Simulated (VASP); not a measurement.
A run of VASP 6.6.1:

INCAR

```
ALGO = Normal ; EDIFF = 1E-7
ENCUT = 520 ; GGA = PE
ISIF = 2 ; ISMEAR = 1
LASPH = T ; LCHARG = F
LREAL = F ; LWAVE = F
NBANDS = 16 ; NELM = 100
PREC = Accurate ; SIGMA = 0.02
```

Contents of KPOINTS:

```
k-points
0
Gamma
  14 14 8
```

POSCAR

```
InSb
1.0
    3.0766560000      0.0000000000      0.0000000000
    0.0000000000      3.0766560000      0.0000000000
    0.0000000000      0.0000000000      6.2154700000
In Sb
1 1
Direct
    0.0000000000      0.0000000000      0.0000000000
    0.0000000000      0.0000000000      0.5000000000
```

Potentials or basis: VASP PAW PBE potentials, release 64 (In_d, Sb).

Command:

```console
$ cat potpaw_PBE.64/In_d/POTCAR potpaw_PBE.64/Sb/POTCAR > POTCAR
$ mpirun -np 1 vasp_std > vasp.out
```

Hardware: 1 thread of Intel Xeon 6975P-C, with other jobs on the host.

Question: How long does it take, and how much memory?

Answer: Run time: 99 s on 1 thread of Intel Xeon 6975P-C (shared host), peak memory 0.31 GiB. Counts: scf iterations 14, k points 180.
